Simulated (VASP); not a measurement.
# BN (Qingsongite) (F-43m) in VASP: a series of runs

BN (Qingsongite) is run at these levels: PBE, HSE06; tasks: G0W0 quasiparticle levels.

Program: VASP 6.6.1. These are calculated values, not measurements. Logs are shortened: lines on timing, memory, paths and dates and some standing lists are left out, and cuts for length are marked.

### 1 The cell of the first run

The structure is cubic, space group F-43m (No. 216). The conventional cell has a = 3.610 Å, b = 3.610 Å, c = 3.610 Å, α = 90.00°, β = 90.00°, γ = 90.00°. Within 2.1 Å of B (site symmetry -43m) lie 4 N at 1.56 Å. N (site symmetry -43m) has 4 B at 1.56 Å within 2.1 Å.

### 2 G0W0 quasiparticle levels, PBE

Input file POSCAR:

```
BN
1.0
    0.0000000000      1.8048245542      1.8048245542
    1.8048245542      0.0000000000      1.8048245542
    1.8048245542      1.8048245542      0.0000000000
B N
1 1
Direct
    0.0000000000      0.0000000000      0.0000000000
    0.2500000000      0.2500000000      0.2500000000
```

Input file INCAR.step1:

```
PREC = Accurate
ENCUT = 500
EDIFF = 1E-8
ISMEAR = 0
SIGMA = 0.01
LREAL = F
LASPH = T
NELM = 100
ALGO = Normal
LWAVE = T
LCHARG = F
GGA = PE
```

Input file INCAR.step2:

```
PREC = Accurate
ENCUT = 500
EDIFF = 1E-8
ISMEAR = 0
SIGMA = 0.01
LREAL = F
LASPH = T
NELM = 1
ALGO = Exact
LWAVE = T
LCHARG = F
GGA = PE
NBANDS = 64
LOPTICS = T
ISTART = 1
```

Input file INCAR.step3:

```
PREC = Accurate
ENCUT = 500
EDIFF = 1E-8
ISMEAR = 0
SIGMA = 0.01
LREAL = F
LASPH = T
ALGO = EVGW0
LWAVE = F
LCHARG = F
GGA = PE
NELMGW = 1
NBANDS = 64
ENCUTGW = 80.0
NOMEGA = 48
PRECFOCK = Fast
ISTART = 1
NBANDSGW = 12
```

Input file KPOINTS:

```
Automatic mesh
0
Gamma
  4 4 4
```

Potentials or basis: VASP PAW PBE potentials, release 64 (B_GW, N_GW).

Started as:

```console
> cat potpaw_PBE.64/B_GW/POTCAR potpaw_PBE.64/N_GW/POTCAR > POTCAR
> cp INCAR.step1 INCAR
> mpirun -np 1 vasp_std > vasp.out
> cp INCAR.step2 INCAR
> mpirun -np 1 vasp_std > vasp.out
> cp INCAR.step3 INCAR
> mpirun -np 1 vasp_std > vasp.out
```

OUTCAR:

```text
PREC = Accurate
   ENCUT = 500
   EDIFF = 1E-8
   ISMEAR = 0
   LREAL = F
   LASPH = T
   GGA = PE
   NELMGW = 1
   ENCUTGW = 80.0
   PRECFOCK = Fast
   ISTART = 1

 ion  position               nearest neighbor table
   1  0.000  0.000  0.000-   2 1.56   2 1.56   2 1.56   2 1.56
   2  0.250  0.250  0.250-   1 1.56   1 1.56   1 1.56   1 1.56

  LATTYP: Found a face centered cubic cell.
 ALAT       =     3.6096491084

  Lattice vectors:

 A1 = (   0.0000000000,   1.8048245542,   1.8048245542)
 A2 = (   1.8048245542,   0.0000000000,   1.8048245542)
 A3 = (   1.8048245542,   1.8048245542,   0.0000000000)

Analysis of symmetry for initial positions (statically):
=====================================================================
 Subroutine PRICEL returns:
 Original cell was already a primitive cell.

 Routine SETGRP: Setting up the symmetry group for a
 face centered cubic supercell.

 Subroutine GETGRP returns: Found 24 space group operations
 (whereof 24 operations were pure point group operations)
 out of a pool of 48 trial point group operations.

The static configuration has the point symmetry T_d .

Analysis of symmetry for dynamics (positions and initial velocities):
=====================================================================
 Subroutine PRICEL returns:
 Original cell was already a primitive cell.

 Routine SETGRP: Setting up the symmetry group for a
 face centered cubic supercell.

 Subroutine GETGRP returns: Found 24 space group operations
 (whereof 24 operations were pure point group operations)
 out of a pool of 48 trial point group operations.

The dynamic configuration has the point symmetry T_d .

 Subroutine INISYM returns: Found 24 space group operations
 (whereof 24 operations are pure point group operations),
 and found     1 'primitive' translations

----------------------------------------------------------------------------------------

                                     Primitive cell

  volume of cell :      11.7580

  direct lattice vectors                    reciprocal lattice vectors
     0.000000000  1.804824554  1.804824554    -0.277035238  0.277035238  0.277035238
     1.804824554  0.000000000  1.804824554     0.277035238 -0.277035238  0.277035238
     1.804824554  1.804824554  0.000000000     0.277035238  0.277035238 -0.277035238

  length of vectors
     2.552407362  2.552407362  2.552407362     0.479839108  0.479839108  0.479839108

  position of ions in fractional coordinates (direct lattice)
     0.000000000  0.000000000  0.000000000
     0.250000000  0.250000000  0.250000000

  ion indices of the primitive-cell ions
   primitive index   ion index
                 1           1
                 2           2

----------------------------------------------------------------------------------------

 KPOINTS: Automatic mesh

Automatic generation of k-mesh.
 Grid dimensions read from file:
 generate k-points for:    4    4    4

 Generating k-lattice:

  Cartesian coordinates                     Fractional coordinates (reciprocal lattice)
    -0.069258810  0.069258810  0.069258810     0.250000000  0.000000000  0.000000000
     0.069258810 -0.069258810  0.069258810     0.000000000  0.250000000  0.000000000
     0.069258810  0.069258810 -0.069258810     0.000000000  0.000000000  0.250000000

  Length of vectors
     0.119959777  0.119959777  0.119959777

  Shift w.r.t. Gamma in fractional coordinates (k-lattice)
     0.000000000  0.000000000  0.000000000

 Subroutine IBZKPT returns following result:
 ===========================================

 Found      8 irreducible k-points:

 Following reciprocal coordinates:
            Coordinates               Weight
  0.000000  0.000000  0.000000      1.000000
  0.250000  0.000000  0.000000      8.000000
  0.500000  0.000000  0.000000      4.000000
  0.250000  0.250000  0.000000      6.000000
  0.500000  0.250000  0.000000     24.000000
 -0.250000  0.250000  0.000000     12.000000
  0.500000  0.500000  0.000000      3.000000
 -0.250000  0.500000  0.250000      6.000000
   k-points           NKPTS =      8   k-points in BZ     NKDIM =     64   number of bands    NBANDS=     64
   number of dos      NEDOS =    301   number of ions     NIONS =      2
   total plane-waves  NPLWV =   8000
   dimension x,y,z NGX =    20 NGY =   20 NGZ =   20
   dimension x,y,z NGXF=    40 NGYF=   40 NGZF=   40
   ions per type =               1   1
   NGX,Y,Z   is equivalent  to a cutoff of  13.03, 13.03, 13.03 a.u.
   NGXF,Y,Z  is equivalent  to a cutoff of  26.05, 26.05, 26.05 a.u.
 SYSTEM =  unknown system
   PREC   = accura    normal or accurate (medium, high low for compatibility)
   ISTART =      1    job   : 0-new  1-cont  2-samecut
   ICHARG =      0    charge: 1-file 2-atom 10-const
   ISPIN  =      1    spin polarized calculation?
   LNONCOLLINEAR =      F non collinear calculations
   LSORBIT =      F    spin-orbit coupling
   LASPH  =      T    aspherical Exc in radial PAW
   ENCUT  =  500.0 eV  36.75 Ry    6.06 a.u.   4.65  4.65  4.65*2*pi/ulx,y,z
   NELM   =     60;   NELMIN=  2; NELMDL=  0     # of ELM steps
   EDIFF  = 0.1E-07   stopping-criterion for ELM
   LREAL  =      F    real-space projection
   EDIFFG = 0.1E-06   stopping-criterion for IOM
   NSW    =      0    number of steps for IOM
   IBRION =     -1    ionic relax: 0-MD 1-quasi-New 2-CG
   NFREE  =      0    steps in history (QN), initial steepest desc. (CG)
   ISIF   =      0    stress and relaxation
   ISYM   =      3    0-nonsym 1-usesym 2-fastsym
   POTIM  = 0.5000    time-step for ionic-motion
   TEBEG  =    0.0;   TEEND  =   0.0 temperature during run
   PSTRESS=    0.0 pullay stress
   NELECT =       8.0000    total number of electrons
   NUPDOWN=      -1.0000    fix difference up-down
   EMIN   =  10.00;   EMAX   =-10.00  energy-range for DOS
   EFERMI =   0.00;   METHOD = LEGACY
   ISMEAR =     0;   SIGMA  =   0.01  broadening in eV -4-tet -1-fermi 0-gaus
   EFERMI_NEDOS =   21; number of points for ismear=-14 and -15
   IALGO  =     38    algorithm
   IMIX   =      4    mixing-type and parameters
     AMIX     =   0.40;   BMIX     =  1.00
     AMIX_MAG =   1.60;   BMIX_MAG =  1.00
  volume/ion in A,a.u.               =       5.88        39.67
  Fermi-wavevector in a.u.,A,eV,Ry     =   1.439881  2.720980 28.208365  2.073256
  Thomas-Fermi vector in A             =   2.558687
   LORBIT       =      0    0 simple, 1 ext, 2 COOP (PROOUT), +10 PAW based schemes
   GGA     = PE    functional components
   LHFCALC =     T    Hartree Fock is set to
   PRECFOCK=fast      Normal, Fast or Accurate (Low or Medium for compatibility)
   ENCUT4O =  -1.0   cutoff for four orbital integrals eV
   NKREDX  =     1    reduce k-point grid by
   NKREDY  =     1    reduce k-point grid by
   NKREDZ  =     1    reduce k-point grid by
   AEXX    =    1.0000 exact exchange contribution
   HFSCREEN=    0.0000 screening length (either q_TF or 0.3 A-1)
   HFSCREENC=   0.0000 screening length for correlation (either q_TF or 0.3 A-1)
   ENCUTFOCK=  -1.0 apply spherical cutoff to Coloumb kernel
   IVDW    =     0    specifies the selected vdW correction
   LEPSILON=     F    determine dielectric tensor
   LRPA    =     F    only Hartree local field effects (RPA)
   LRPAFORCE           =     F    calculate RPA forces
   ENCUTGW             =  80.0    cutoff for response function in eV
   ENCUTGWSOFT         =  64.0    soft cutoff for Coulomb kernel in GW response function in eV
   ENCUTLF             =  -1.0    cutoff for local field effects
   NELMGW              =     1    number of iterations in solving QP/BSE equation
   NELMHF              =     1    number of iterations in the inner HF iteration
   NKREDLFX            =     1    NKREDLFY  =   1   NKREDLFZ  =   1
 non-spin polarized calculation
 Gauss-broadening in eV      SIGMA  =   0.01
  energy-cutoff  :      500.00
  volume of cell :       11.76
 maximum number of plane-waves:       308
 NGX is ok and might be reduce to    20
  NGX = 12; NGY = 12; NGZ = 12
   NGX =  9   NGY =  9   NGZ =  9
 maximum number of plane-waves:        22
 NGX is ok and might be reduce to    10

 QP shifts <psi_nk| G(iteration)W_0 |psi_nk>: iteration 1
 for sc-GW calculations column KS-energies equals QP-energies in previous step
 and V_xc(KS)=  KS-energies - (<T + V_ion + V_H > + <T+V_H+V_ion>^1  + <V_x>^1)

 k-point   1 :       0.0000    0.0000    0.0000
  band No.  KS-energies  QP-energies   sigma(KS)   V_xc(KS)     V^pw_x(r,r')   Z            occupation Imag(sigma)

      1     -12.7476     -14.5179     -17.7620     -15.4910     -26.5031       0.7795       2.0000       1.4420
      2       7.5490       7.1336     -18.8038     -18.3005     -22.1073       0.8254       2.0000       0.1110
      3       7.5490       7.1336     -18.8038     -18.3005     -22.1073       0.8254       2.0000       0.1110
      4       7.5490       7.1336     -18.8038     -18.3005     -22.1073       0.8254       2.0000       0.1110
      5      16.3652      17.8143     -12.0553     -13.7983      -6.9024       0.8314       0.0000      -0.1195
      6      16.3652      17.8143     -12.0553     -13.7983      -6.9024       0.8314       0.0000      -0.1195
      7      16.3652      17.8143     -12.0553     -13.7983      -6.9024       0.8314       0.0000      -0.1195
      8      17.9615      19.1575     -13.9741     -15.4381      -8.2663       0.8169       0.0000      -0.1450
      9      32.3532      32.8882     -10.7706     -11.4427      -3.2890       0.7960       0.0000      -0.6065
     10      35.3551      36.5788     -11.8649     -13.3387      -5.4388       0.8302       0.0000      -0.5694
     11      35.3551      36.5788     -11.8649     -13.3387      -5.4388       0.8302       0.0000      -0.5694
     12      35.9583      36.5865     -10.3293     -11.0914      -3.0366       0.8242       0.0000      -0.9938

 k-point   2 :       0.2500    0.0000    0.0000
  band No.  KS-energies  QP-energies   sigma(KS)   V_xc(KS)     V^pw_x(r,r')   Z            occupation Imag(sigma)
[... 97 lines left out ...]
      1      -6.8136      -8.1504     -19.3285     -17.5671     -26.9892       0.7589       2.0000       0.6701
      2      -0.0767      -1.3709     -17.3965     -15.7558     -22.3060       0.7888       2.0000       0.2149
      3       0.5349      -0.6166     -16.8568     -15.4161     -21.2472       0.7992       2.0000       0.1886
      4       0.9925      -0.0829     -16.4127     -15.0752     -20.4667       0.8040       2.0000       0.1714
      5      17.1605      18.4370     -13.1567     -14.6979      -8.2138       0.8283       0.0000      -0.1249
      6      20.8916      22.3997     -12.4902     -14.3585      -6.1409       0.8072       0.0000      -0.1916
      7      22.0612      23.2064     -11.0258     -12.4114      -5.1968       0.8265       0.0000      -0.1641
      8      22.2674      24.1416     -14.1972     -16.5541      -7.9922       0.7952       0.0000      -0.2001
      9      26.9320      28.8431     -13.8996     -16.3401      -6.8000       0.7830       0.0000      -0.3410
     10      33.2028      34.8382     -11.9969     -14.0564      -4.3500       0.7941       0.0000      -0.7004
     11      37.1387      38.2362     -11.6645     -12.9952      -4.2580       0.8248       0.0000      -0.9459
     12      40.9563      42.2641     -11.3522     -12.9505      -3.7741       0.8182       0.0000      -1.1010
```

Wall time 25 s (1 thread of Intel Xeon 8259CL, shared host); peak memory 0.13 GiB.

What came out:

| Property | Result |
| --- | --- |
| Band gap on the k mesh, mean-field level | 4.44 eV, indirect (least direct gap 8.82 eV) |
| Quasiparticle gap | 5.56 eV |
| Least direct quasiparticle gap | 10.68 eV |

Levels at points of the mesh, in eV from the valence-band top:
```csv
k point,band 1,band 2,band 3,band 4,band 5,band 6,band 7,band 8
"(0.00, 0.00, 0.00)",-20.30,0.00,0.00,0.00,8.82,8.82,8.82,10.41
"(0.50, 0.00, 0.00)",-16.05,-10.75,-1.96,-1.96,10.18,10.71,10.71,15.30
"(0.50, 0.50, 0.00)",-14.68,-8.96,-4.94,-4.94,4.44,9.23,17.99,17.99
```

Caveat: the k points lie up to 0.75 Å⁻¹ apart; bands, screening cutoff and mesh are small and nothing is extrapolated, so the quasiparticle values aren't converged.

(Continued in part 2 of 2.)
